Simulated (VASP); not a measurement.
# Mg (Fm-3m) in VASP: further runs

Runs on Mg. Level: LDA. Tasks: single point, relaxation of cell and atoms.

Program: VASP 6.6.1. These are calculated values, not measurements. Logs are shortened: lines on timing, memory, paths and dates and some standing lists are left out, and cuts for length are marked.

### Step 1. The cell of the first run

Symmetry: Fm-3m, No. 225, cubic system. The conventional cell has a = 4.436 Å, b = 4.436 Å, c = 4.436 Å, α = 90.00°, β = 90.00°, γ = 90.00°. Within 4.1 Å of Mg (site symmetry m-3m) lie 12 Mg at 3.14 Å.

This isn't the form of Mg at room conditions, which is hcp.

### Step 2. Single point, LDA

The input, INCAR:

```
SYSTEM = Mg
  PREC = Accurate
  ENCUT = 600
  EDIFF = 1E-6
  ISMEAR = -1
  SIGMA = 0.05
  LREAL = .False.
  LASPH = .True.
  NELM = 120
  ALGO = Normal
  ISIF = 2
  LWAVE = .False.
  LCHARG = .False.
  GGA = CA
  NBANDS = 7
  GGA_COMPAT = .False.
```

The input, KPOINTS:

```
regular mesh
0
Gamma
  9 9 9
  0 0 0
```

The input, POSCAR:

```
Mg
1.0
    0.0000000000      2.2178343542      2.2178343542
    2.2178343542      0.0000000000      2.2178343542
    2.2178343542      2.2178343542      0.0000000000
Mg
1
Direct
    0.0000000000      0.0000000000      0.0000000000
```

Potentials or basis: VASP PAW LDA potentials, release 64 (Mg).

On the command line:

```
$ cat potpaw_LDA.64/Mg/POTCAR > POTCAR
$ mpirun -np 1 vasp_std > vasp.out
```

OUTCAR:

```text
SYSTEM = Mg
   PREC = Accurate
   ENCUT = 600
   EDIFF = 1E-6
   ISMEAR = -1
   LREAL = .False.
   LASPH = .True.
   NELM = 120
   ISIF = 2
   GGA = CA

 ion  position               nearest neighbor table
   1  0.000  0.000  0.000-

  LATTYP: Found a face centered cubic cell.
 ALAT       =     4.4356687084

  Lattice vectors:

 A1 = (   0.0000000000,   2.2178343542,   2.2178343542)
 A2 = (   2.2178343542,   0.0000000000,   2.2178343542)
 A3 = (   2.2178343542,   2.2178343542,   0.0000000000)

Analysis of symmetry for initial positions (statically):
=====================================================================
 Subroutine PRICEL returns:
 Original cell was already a primitive cell.

 Routine SETGRP: Setting up the symmetry group for a
 face centered cubic supercell.

 Subroutine GETGRP returns: Found 48 space group operations
 (whereof 48 operations were pure point group operations)
 out of a pool of 48 trial point group operations.

The static configuration has the point symmetry O_h .

Analysis of symmetry for dynamics (positions and initial velocities):
=====================================================================
 Subroutine PRICEL returns:
 Original cell was already a primitive cell.

 Routine SETGRP: Setting up the symmetry group for a
 face centered cubic supercell.

 Subroutine GETGRP returns: Found 48 space group operations
 (whereof 48 operations were pure point group operations)
 out of a pool of 48 trial point group operations.

The dynamic configuration has the point symmetry O_h .

 Subroutine INISYM returns: Found 48 space group operations
 (whereof 48 operations are pure point group operations),
 and found     1 'primitive' translations

----------------------------------------------------------------------------------------

                                     Primitive cell

  volume of cell :      21.8181

  direct lattice vectors                    reciprocal lattice vectors
     0.000000000  2.217834354  2.217834354    -0.225445151  0.225445151  0.225445151
     2.217834354  0.000000000  2.217834354     0.225445151 -0.225445151  0.225445151
     2.217834354  2.217834354  0.000000000     0.225445151  0.225445151 -0.225445151

  length of vectors
     3.136491423  3.136491423  3.136491423     0.390482455  0.390482455  0.390482455

  position of ions in fractional coordinates (direct lattice)
     0.000000000  0.000000000  0.000000000

  ion indices of the primitive-cell ions
   primitive index   ion index
                 1           1

----------------------------------------------------------------------------------------

 KPOINTS: regular mesh

Automatic generation of k-mesh.
 Grid dimensions read from file:
 generate k-points for:    9    9    9

 Generating k-lattice:

  Cartesian coordinates                     Fractional coordinates (reciprocal lattice)
    -0.025049461  0.025049461  0.025049461     0.111111111  0.000000000  0.000000000
     0.025049461 -0.025049461  0.025049461     0.000000000  0.111111111  0.000000000
     0.025049461  0.025049461 -0.025049461     0.000000000  0.000000000  0.111111111

  Length of vectors
     0.043386939  0.043386939  0.043386939

  Shift w.r.t. Gamma in fractional coordinates (k-lattice)
     0.000000000  0.000000000  0.000000000

 Subroutine IBZKPT returns following result:
 ===========================================

 Found     35 irreducible k-points:

 Following reciprocal coordinates:
            Coordinates               Weight
  0.000000  0.000000  0.000000      1.000000
  0.111111  0.000000  0.000000      8.000000
  0.222222  0.000000  0.000000      8.000000
  0.333333  0.000000  0.000000      8.000000
  0.444444  0.000000  0.000000      8.000000
  0.111111  0.111111  0.000000      6.000000
[... 16 lines left out ...]
 -0.333333  0.333333  0.000000     12.000000
  0.444444  0.444444  0.000000      6.000000
 [... further k-points ...]
   k-points           NKPTS =     35   k-points in BZ     NKDIM =     35   number of bands    NBANDS=      7
   number of dos      NEDOS =    301   number of ions     NIONS =      1
   total plane-waves  NPLWV =  21952
   dimension x,y,z NGX =    28 NGY =   28 NGZ =   28
   dimension x,y,z NGXF=    56 NGYF=   56 NGZF=   56
   ions per type =               1
   NGX,Y,Z   is equivalent  to a cutoff of  14.84, 14.84, 14.84 a.u.
   NGXF,Y,Z  is equivalent  to a cutoff of  29.68, 29.68, 29.68 a.u.
 SYSTEM =  Mg
   PREC   = accura    normal or accurate (medium, high low for compatibility)
   ISTART =      0    job   : 0-new  1-cont  2-samecut
   ICHARG =      2    charge: 1-file 2-atom 10-const
   ISPIN  =      1    spin polarized calculation?
   LNONCOLLINEAR =      F non collinear calculations
   LSORBIT =      F    spin-orbit coupling
   LASPH  =      T    aspherical Exc in radial PAW
   ENCUT  =  600.0 eV  44.10 Ry    6.64 a.u.   6.26  6.26  6.26*2*pi/ulx,y,z
   NELM   =    120;   NELMIN=  2; NELMDL= -5     # of ELM steps
   EDIFF  = 0.1E-05   stopping-criterion for ELM
   LREAL  =      F    real-space projection
   EDIFFG = 0.1E-04   stopping-criterion for IOM
   NSW    =      0    number of steps for IOM
   IBRION =     -1    ionic relax: 0-MD 1-quasi-New 2-CG
   NFREE  =      0    steps in history (QN), initial steepest desc. (CG)
   ISIF   =      2    stress and relaxation
   ISYM   =      2    0-nonsym 1-usesym 2-fastsym
   POTIM  = 0.5000    time-step for ionic-motion
   TEBEG  =    0.0;   TEEND  =   0.0 temperature during run
   PSTRESS=    0.0 pullay stress
   NELECT =       2.0000    total number of electrons
   NUPDOWN=      -1.0000    fix difference up-down
   EMIN   =  10.00;   EMAX   =-10.00  energy-range for DOS
   EFERMI =   0.00;   METHOD = LEGACY
   ISMEAR =    -1;   SIGMA  =   0.05  broadening in eV -4-tet -1-fermi 0-gaus
   EFERMI_NEDOS =   21; number of points for ismear=-14 and -15
   IALGO  =     38    algorithm
   IMIX   =      4    mixing-type and parameters
     AMIX     =   0.40;   BMIX     =  1.00
     AMIX_MAG =   1.60;   BMIX_MAG =  1.00
  volume/ion in A,a.u.               =      21.82       147.24
  Fermi-wavevector in a.u.,A,eV,Ry     =   0.738152  1.394905  7.413382  0.544868
  Thomas-Fermi vector in A             =   1.832005
   LORBIT       =      0    0 simple, 1 ext, 2 COOP (PROOUT), +10 PAW based schemes
   GGA     = CA    functional components
   LHFCALC =     F    Hartree Fock is set to
   AEXX    =    0.0000 exact exchange contribution
   IVDW    =     0    specifies the selected vdW correction
   LEPSILON=     F    determine dielectric tensor
   LRPA    =     F    only Hartree local field effects (RPA)
 non-spin polarized calculation
  energy-cutoff  :      600.00
  volume of cell :       21.82
 maximum number of plane-waves:       745
 NGX is ok and might be reduce to    28
   NGX = 13   NGY = 13   NGZ = 13

 number of electron       2.0000000 magnetization

 Free energy of the ion-electron system (eV)
  ---------------------------------------------------
  ext. energy  EPLUGINS =         0.00000000
  ---------------------------------------------------
  free energy    TOTEN  =        -1.79278207 eV

  energy without entropy =       -1.78905736  energy(sigma->0) =       -1.79091971

 E-fermi :   2.6782     XC(G=0):  -8.8459

 val. band max:        2.6680021446   @ k =  -0.4444   0.4444   0.0000
 cond. band min:       2.8036594959   @ k =  -0.3333   0.4444   0.2222
 fundamental gap:      0.1356573514
 Fermi energy:         2.6781738905

 k-point     1 :       0.0000    0.0000    0.0000
  band No.  band energies     occupation
      1      -4.4033      2.00000
      2      15.3436      0.00000
      3      15.3436      0.00000
      4      15.3436      0.00000
      5      17.4197      0.00000
      6      17.4197      0.00000
      7      17.4197      0.00000

 k-point     2 :       0.1111    0.0000    0.0000
  band No.  band energies     occupation
      1      -4.1200      2.00000
      2      12.3297      0.00000
      3      14.8531      0.00000
      4      14.8531      0.00000
      5      17.2972      0.00000
      6      18.3803      0.00000
      7      18.3803      0.00000

 k-point     3 :       0.2222    0.0000    0.0000
  band No.  band energies     occupation
      1      -3.2751      2.00000
      2       8.6690      0.00000
      3      14.2803      0.00000
      4      14.2803      0.00000
      5      16.7868      0.00000
      6      17.9650      0.00000
      7      17.9650      0.00000

 k-point     4 :       0.3333    0.0000    0.0000
  band No.  band energies     occupation
      1      -1.8845      2.00000
      2       5.3527      0.00000
      3      14.0574      0.00000
      4      14.0574      0.00000
      5      16.3720      0.00000
      6      16.3720      0.00000
      7      16.5580      0.00000

 k-point     5 :       0.4444    0.0000    0.0000
  band No.  band energies     occupation
      1       0.0213      2.00000
      2       2.4782      1.96404
      3      14.1782      0.00000
      4      14.1782      0.00000
      5      15.3272      0.00000
      6      15.3272      0.00000
      7      16.6741      0.00000
[... 161 lines left out ...]
 k-point    22 :      -0.4444    0.3333    0.0000
  band No.  band energies     occupation
      1       2.1158      1.99997
      2       4.4458      0.00000
      3       5.6587      0.00000
      4      10.5740      0.00000
      5      11.6463      0.00000
      6      17.5299      0.00000
      7      22.7696      0.00000

 k-point    23 :      -0.3333    0.3333    0.0000
  band No.  band energies     occupation
      1       2.1372      1.99996
      2       4.0151      0.00000
      3       5.3367      0.00000
      4      11.2810      0.00000
      5      12.5234      0.00000
      6      20.8354      0.00000
      7      21.8386      0.00000

 k-point    24 :       0.4444    0.4444    0.0000
  band No.  band energies     occupation
      1       1.4245      2.00000
      2       4.7764      0.00000
      3       9.0343      0.00000
      4       9.9495      0.00000
      5       9.9495      0.00000
      6      12.9530      0.00000
      7      26.2388      0.00000

 [... further k-points ...]

------------------------ aborting loop because EDIFF is reached ----------------------------------------

  FORCE on cell =-STRESS in cart. coord.  units (eV):
  Direction    XX          YY          ZZ          XY          YZ          ZX
  --------------------------------------------------------------------------------------
  -------------------------------------------------------------------------------------
  Total       -0.0590535     -0.0590535     -0.0590535     -0.0000000     -0.0000000      0.0000000
  in kB       -4.3364975     -4.3364975     -4.3364975     -0.0000000     -0.0000000      0.0000000
  external PRESSURE =      -4.3364975 kB  Pullay stress =       0.0000000 kB

 VOLUME and BASIS-vectors are now :
 -----------------------------------------------------------------------------
  energy-cutoff  :      600.00
  volume of cell :       21.82
      direct lattice vectors                 reciprocal lattice vectors
     0.000000000  2.217834354  2.217834354    -0.225445151  0.225445151  0.225445151
     2.217834354  0.000000000  2.217834354     0.225445151 -0.225445151  0.225445151
     2.217834354  2.217834354  0.000000000     0.225445151  0.225445151 -0.225445151

 POSITION                                       TOTAL-FORCE (eV/Angst)
 -----------------------------------------------------------------------------------
      0.00000      0.00000      0.00000         0.000000      0.000000     -0.000000
 -----------------------------------------------------------------------------------
    total drift:                                0.000000     -0.000000     -0.000000

  FREE ENERGIE OF THE ION-ELECTRON SYSTEM (eV)
  ---------------------------------------------------
  free  energy   TOTEN  =        -1.7927820686 eV

  energy  without entropy=       -1.7890573581  energy(sigma->0) =       -1.79091971
```

Run time: 4.3 s. Hardware: 1 thread of Intel Xeon Platinum 8488C (Sapphire Rapids), shared host; peak memory 0.14 GiB.

What came out:

| Property | Result |
| --- | --- |
| Free energy | -1.7928 eV |
| Pressure | -0.4 GPa |
| Band gap on the k mesh | zero (bands 1 and 2 overlap by 1.45 eV) |

Levels at points of the mesh, in eV from the Fermi level:
```tsv
k point	band 1	band 2	band 3	band 4
(0.00, 0.00, 0.00)	-7.08	12.67	12.67	12.67
```

(Part 1 of 3 ends here.)
